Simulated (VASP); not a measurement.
# Cu: single point with PBE

Cu:

```xyz
1
Lattice="-1.5059 1.5059 1.2521 1.5059 -1.5059 1.2521 1.5059 1.5059 -1.2521" Properties=species:S:1:pos:R:3 pbc="T T T"
Cu    0.0000    0.0000    0.0000
```

This cell differs from its parent crystal: volume 11.358 Å^3 an atom, c/a of the conventional cell 0.8315.

- Program: VASP 6.6.1
- Task: single point
- Functional: PBE
- Potentials or basis: VASP PAW PBE potentials, release 64 (Cu)
- Cutoff: 520 eV
- k mesh: 24 × 24 × 24
- Occupations: gaussian, width 0.15 eV
- Spin: no spin polarisation
- Dipole correction: no
- Further INCAR settings: ALGO = Normal; EDIFF = 1e-06; NBANDS = 12

```yaml
Pressure: 10.9 GPa
```

Stress tensor (GPa, compression positive):
```
 8.02  0.00  0.00
 0.00  8.02  0.00
 0.00  0.00 16.57
```

Levels at points of the mesh, in eV from the Fermi level:
```tsv
k point	band 4	band 5	band 6	band 7	band 8	band 9
(0.00, 0.00, 0.00)	-2.88	-2.81	-1.90	22.60	22.60	26.51
(0.50, 0.00, 0.00)	-1.65	-1.48	-0.07	5.44	16.48	16.53
(0.50, 0.50, 0.00)	-2.28	-1.58	-1.50	3.28	21.51	22.39
(0.50, 0.50, 0.50)	-1.64	-1.47	6.13	6.13	12.11	12.74
```

Run time: 69 s on 1 thread of Intel Xeon 6975P-C, with other jobs on the host, peak memory 0.24 GiB.
